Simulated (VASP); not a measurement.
# S (Pm-3m) in VASP: single point with PBE

Aim: the single point of S with PBE.

Everything below comes from runs of VASP 6.6.1. Logs are shortened: lines on timing, memory, paths and dates and some standing lists are left out, and cuts for length are marked.

### 1 The cell of the first run

It takes space group Pm-3m (No. 221, cubic). The conventional cell has a = 2.577 Å, b = 2.577 Å, c = 2.577 Å, α = 90.00°, β = 90.00°, γ = 90.00°. Within 3.4 Å of S (site symmetry m-3m) lie 6 S at 2.58 Å.

### 2 Single point, PBE (Se replaced by S, lengths x 0.925, strained)

INCAR

```
SYSTEM = S
  PREC = Accurate
  ENCUT = 520
  EDIFF = 1E-6
  ISMEAR = 0
  SIGMA = 0.1
  LREAL = .False.
  LASPH = .True.
  NELM = 60
  ALGO = Normal
  ISIF = 2
  LWAVE = .False.
  LCHARG = .False.
  GGA = PE
  NBANDS = 9
```

KPOINTS

```
Automatic mesh
0
Gamma
  16 16 16
  0 0 0
```

POSCAR

```
S
1.0
    2.5767108266      0.0000000000      0.0000000000
    0.0000000000      2.5767108266      0.0000000000
    0.0000000000      0.0000000000      2.5767108266
S
1
Direct
    0.0000000000      0.0000000000      0.0000000000
```

Potentials or basis: VASP PAW PBE potentials, release 64 (S).

Run with:

```
cat potpaw_PBE.64/S/POTCAR > POTCAR
mpirun -np 1 vasp_std > vasp.out
```

OUTCAR:

```text
SYSTEM = S
   PREC = Accurate
   ENCUT = 520
   EDIFF = 1E-6
   ISMEAR = 0
   LREAL = .False.
   LASPH = .True.
   NELM = 60
   ISIF = 2
   GGA = PE

 ion  position               nearest neighbor table
   1  0.000  0.000  0.000-

  LATTYP: Found a simple cubic cell.
 ALAT       =     2.5767108266

  Lattice vectors:

 A1 = (   2.5767108266,   0.0000000000,   0.0000000000)
 A2 = (   0.0000000000,   2.5767108266,   0.0000000000)
 A3 = (   0.0000000000,   0.0000000000,   2.5767108266)

Analysis of symmetry for initial positions (statically):
=====================================================================
 Subroutine PRICEL returns:
 Original cell was already a primitive cell.

 Routine SETGRP: Setting up the symmetry group for a
 simple cubic supercell.

 Subroutine GETGRP returns: Found 48 space group operations
 (whereof 48 operations were pure point group operations)
 out of a pool of 48 trial point group operations.

The static configuration has the point symmetry O_h .

Analysis of symmetry for dynamics (positions and initial velocities):
=====================================================================
 Subroutine PRICEL returns:
 Original cell was already a primitive cell.

 Routine SETGRP: Setting up the symmetry group for a
 simple cubic supercell.

 Subroutine GETGRP returns: Found 48 space group operations
 (whereof 48 operations were pure point group operations)
 out of a pool of 48 trial point group operations.

The dynamic configuration has the point symmetry O_h .

 Subroutine INISYM returns: Found 48 space group operations
 (whereof 48 operations are pure point group operations),
 and found     1 'primitive' translations

----------------------------------------------------------------------------------------

                                     Primitive cell

  volume of cell :      17.1079

  direct lattice vectors                    reciprocal lattice vectors
     2.576710827  0.000000000  0.000000000     0.388091667  0.000000000  0.000000000
     0.000000000  2.576710827  0.000000000     0.000000000  0.388091667  0.000000000
     0.000000000  0.000000000  2.576710827     0.000000000  0.000000000  0.388091667

  length of vectors
     2.576710827  2.576710827  2.576710827     0.388091667  0.388091667  0.388091667

  position of ions in fractional coordinates (direct lattice)
     0.000000000  0.000000000  0.000000000

  ion indices of the primitive-cell ions
   primitive index   ion index
                 1           1

----------------------------------------------------------------------------------------

 KPOINTS: Automatic mesh

Automatic generation of k-mesh.
 Grid dimensions read from file:
 generate k-points for:   16   16   16

 Generating k-lattice:

  Cartesian coordinates                     Fractional coordinates (reciprocal lattice)
     0.024255729  0.000000000  0.000000000     0.062500000  0.000000000  0.000000000
     0.000000000  0.024255729  0.000000000     0.000000000  0.062500000  0.000000000
     0.000000000  0.000000000  0.024255729     0.000000000  0.000000000  0.062500000

  Length of vectors
     0.024255729  0.024255729  0.024255729

  Shift w.r.t. Gamma in fractional coordinates (k-lattice)
     0.000000000  0.000000000  0.000000000

 Subroutine IBZKPT returns following result:
 ===========================================

 Found    165 irreducible k-points:

 Following reciprocal coordinates:
            Coordinates               Weight
  0.000000  0.000000  0.000000      1.000000
  0.062500  0.000000  0.000000      6.000000
  0.125000  0.000000  0.000000      6.000000
  0.187500  0.000000  0.000000      6.000000
  0.250000  0.000000  0.000000      6.000000
  0.312500  0.000000  0.000000      6.000000
[... 16 lines left out ...]
  0.437500  0.125000  0.000000     24.000000
  0.500000  0.125000  0.000000     12.000000
 [... further k-points ...]
   k-points           NKPTS =    165   k-points in BZ     NKDIM =    165   number of bands    NBANDS=      9
   number of dos      NEDOS =    301   number of ions     NIONS =      1
   total plane-waves  NPLWV =   8000
   dimension x,y,z NGX =    20 NGY =   20 NGZ =   20
   dimension x,y,z NGXF=    40 NGYF=   40 NGZF=   40
   ions per type =               1
   NGX,Y,Z   is equivalent  to a cutoff of  12.90, 12.90, 12.90 a.u.
   NGXF,Y,Z  is equivalent  to a cutoff of  25.81, 25.81, 25.81 a.u.
 SYSTEM =  S
   PREC   = accura    normal or accurate (medium, high low for compatibility)
   ISTART =      0    job   : 0-new  1-cont  2-samecut
   ICHARG =      2    charge: 1-file 2-atom 10-const
   ISPIN  =      1    spin polarized calculation?
   LNONCOLLINEAR =      F non collinear calculations
   LSORBIT =      F    spin-orbit coupling
   LASPH  =      T    aspherical Exc in radial PAW
   ENCUT  =  520.0 eV  38.22 Ry    6.18 a.u.   4.79  4.79  4.79*2*pi/ulx,y,z
   NELM   =     60;   NELMIN=  2; NELMDL= -5     # of ELM steps
   EDIFF  = 0.1E-05   stopping-criterion for ELM
   LREAL  =      F    real-space projection
   EDIFFG = 0.1E-04   stopping-criterion for IOM
   NSW    =      0    number of steps for IOM
   IBRION =     -1    ionic relax: 0-MD 1-quasi-New 2-CG
   NFREE  =      0    steps in history (QN), initial steepest desc. (CG)
   ISIF   =      2    stress and relaxation
   ISYM   =      2    0-nonsym 1-usesym 2-fastsym
   POTIM  = 0.5000    time-step for ionic-motion
   TEBEG  =    0.0;   TEEND  =   0.0 temperature during run
   PSTRESS=    0.0 pullay stress
   NELECT =       6.0000    total number of electrons
   NUPDOWN=      -1.0000    fix difference up-down
   EMIN   =  10.00;   EMAX   =-10.00  energy-range for DOS
   EFERMI =   0.00;   METHOD = LEGACY
   ISMEAR =     0;   SIGMA  =   0.10  broadening in eV -4-tet -1-fermi 0-gaus
   EFERMI_NEDOS =   21; number of points for ismear=-14 and -15
   IALGO  =     38    algorithm
   IMIX   =      4    mixing-type and parameters
     AMIX     =   0.40;   BMIX     =  1.00
     AMIX_MAG =   1.60;   BMIX_MAG =  1.00
  volume/ion in A,a.u.               =      17.11       115.45
  Fermi-wavevector in a.u.,A,eV,Ry     =   1.154497  2.181683 18.134714  1.332864
  Thomas-Fermi vector in A             =   2.291133
   LORBIT       =      0    0 simple, 1 ext, 2 COOP (PROOUT), +10 PAW based schemes
   GGA     = PE    functional components
   LHFCALC =     F    Hartree Fock is set to
   AEXX    =    0.0000 exact exchange contribution
   IVDW    =     0    specifies the selected vdW correction
   LEPSILON=     F    determine dielectric tensor
   LRPA    =     F    only Hartree local field effects (RPA)
 non-spin polarized calculation
 Gauss-broadening in eV      SIGMA  =   0.10
  energy-cutoff  :      520.00
  volume of cell :       17.11
 maximum number of plane-waves:       480
 NGX is ok and might be reduce to    20
   NGX =  9   NGY =  9   NGZ =  9

 number of electron       5.9999998 magnetization

 Free energy of the ion-electron system (eV)
  ---------------------------------------------------
  ext. energy  EPLUGINS =         0.00000000
  ---------------------------------------------------
  free energy    TOTEN  =        -3.51359268 eV

  energy without entropy =       -3.51258992  energy(sigma->0) =       -3.51309130

 E-fermi :   6.9494     XC(G=0): -10.5815

 val. band max:        6.9355484010   @ k =   0.5000   0.4375   0.2500
 cond. band min:       7.0305748626   @ k =   0.5000   0.5000   0.2500
 fundamental gap:      0.0950264616
 Fermi energy:         6.9493613789

 k-point     1 :       0.0000    0.0000    0.0000
  band No.  band energies     occupation
      1      -9.9703      2.00000
      2       8.5228      0.00000
      3       8.5228      0.00000
      4       8.5228      0.00000
      5      14.4106      0.00000
      6      14.4106      0.00000
      7      17.4019      0.00000
      8      28.7224      0.00000
      9      28.7224      0.00000

 k-point     2 :       0.0625    0.0000    0.0000
  band No.  band energies     occupation
      1      -9.9011      2.00000
      2       7.8207      0.00000
      3       8.5693      0.00000
      4       8.5693      0.00000
      5      14.4698      0.00000
      6      15.0221      0.00000
      7      17.6715      0.00000
      8      28.1449      0.00000
      9      28.1455      0.00000

 k-point     3 :       0.1250    0.0000    0.0000
  band No.  band energies     occupation
      1      -9.6960      2.00000
      2       6.3109      2.00000
      3       8.7056      0.00000
      4       8.7056      0.00000
      5      14.6438      0.00000
      6      16.0653      0.00000
      7      18.6543      0.00000
      8      26.8487      0.00000
      9      26.8487      0.00000

 k-point     4 :       0.1875    0.0000    0.0000
  band No.  band energies     occupation
      1      -9.3626      2.00000
      2       4.6100      2.00000
      3       8.9206      0.00000
      4       8.9206      0.00000
      5      14.9209      0.00000
      6      16.8570      0.00000
      7      20.3320      0.00000
      8      25.3648      0.00000
      9      25.3648      0.00000

 k-point     5 :       0.2500    0.0000    0.0000
  band No.  band energies     occupation
      1      -8.9167      2.00000
      2       2.9518      2.00000
      3       9.1943      0.00000
      4       9.1943      0.00000
      5      15.2789      0.00000
      6      17.5527      0.00000
      7      22.0764      0.00000
      8      23.9408      0.00000
      9      23.9408      0.00000

 k-point     6 :       0.3125    0.0000    0.0000
  band No.  band energies     occupation
      1      -8.3898      2.00000
      2       1.4449      2.00000
      3       9.4943      0.00000
      4       9.4943      0.00000
      5      15.6797      0.00000
      6      18.3022      0.00000
      7      22.6998      0.00000
      8      22.6998      0.00000
      9      23.1109      0.00000
[... 169 lines left out ...]
 k-point    21 :       0.3125    0.1250    0.0000
  band No.  band energies     occupation
      1      -8.1171      2.00000
      2       1.6831      2.00000
      3       7.4819      0.00000
      4       9.6672      0.00000
      5      16.8146      0.00000
      6      18.6153      0.00000
      7      20.8898      0.00000
      8      22.9058      0.00000
      9      24.6096      0.00000

 k-point    22 :       0.3750    0.1250    0.0000
  band No.  band energies     occupation
      1      -7.5707      2.00000
      2       0.4269      2.00000
      3       7.8289      0.00000
      4       9.9439      0.00000
      5      17.2454      0.00000
      6      18.0299      0.00000
      7      21.2103      0.00000
      8      21.9454      0.00000
      9      24.6486      0.00000

 k-point    23 :       0.4375    0.1250    0.0000
  band No.  band energies     occupation
      1      -7.1205      2.00000
      2      -0.4543      2.00000
      3       8.0880      0.00000
      4      10.1448      0.00000
      5      17.4329      0.00000
      6      17.6498      0.00000
      7      21.3274      0.00000
      8      21.7094      0.00000
      9      24.1042      0.00000

 k-point    24 :       0.5000    0.1250    0.0000
  band No.  band energies     occupation
      1      -6.9373      2.00000
      2      -0.7820      2.00000
      3       8.1853      0.00000
      4      10.2190      0.00000
      5      17.2738      0.00000
      6      17.7358      0.00000
      7      21.1132      0.00000
      8      22.0048      0.00000
      9      23.7531      0.00000

 [... further k-points ...]
[... 5 lines left out ...]
  --------------------------------------------------------------------------------------
  -------------------------------------------------------------------------------------
  Total        0.0180987      0.0180987      0.0180987      0.0000000     -0.0000000      0.0000000
  in kB        1.6949664      1.6949664      1.6949664      0.0000000     -0.0000000      0.0000000
  external PRESSURE =       1.6949664 kB  Pullay stress =       0.0000000 kB

 VOLUME and BASIS-vectors are now :
 -----------------------------------------------------------------------------
  energy-cutoff  :      520.00
  volume of cell :       17.11
      direct lattice vectors                 reciprocal lattice vectors
     2.576710827  0.000000000  0.000000000     0.388091667  0.000000000  0.000000000
     0.000000000  2.576710827  0.000000000     0.000000000  0.388091667  0.000000000
     0.000000000  0.000000000  2.576710827     0.000000000  0.000000000  0.388091667

 POSITION                                       TOTAL-FORCE (eV/Angst)
 -----------------------------------------------------------------------------------
      0.00000      0.00000      0.00000         0.000000      0.000000      0.000000
 -----------------------------------------------------------------------------------
    total drift:                               -0.000000      0.000000      0.000000

  FREE ENERGIE OF THE ION-ELECTRON SYSTEM (eV)
  ---------------------------------------------------
  free  energy   TOTEN  =        -3.5135926785 eV

  energy  without entropy=       -3.5125899229  energy(sigma->0) =       -3.51309130
```

It took 8.2 s on 1 thread of AMD EPYC 9R45 (Zen 5), shared host; peak memory 0.1 GiB.

Results:

| Item | Value |
| --- | --- |
| Free energy | -3.5136 eV |
| Pressure | 0.2 GPa |
| Band gap on the k mesh | zero (band 3 reaches 10.05 eV, above the bottom of band 4 at 3.24 eV) |

Levels at points of the mesh, in eV from the Fermi level:
```tsv
k point	band 1	band 2	band 3	band 4	band 5	band 6	band 7
(0.00, 0.00, 0.00)	-16.92	1.57	1.57	1.57	7.46	7.46	10.45
(0.50, 0.00, 0.00)	-14.16	-7.98	3.10	3.10	9.51	13.76	13.94
(0.50, 0.50, 0.00)	-11.39	-5.69	-5.69	2.74	4.46	14.03	15.89
(0.50, 0.50, 0.50)	-8.47	-3.71	-3.71	-3.71	5.85	5.85	5.85
```

Caveat: the cell differs from its parent crystal (Se replaced by S, lengths x 0.925, strained).
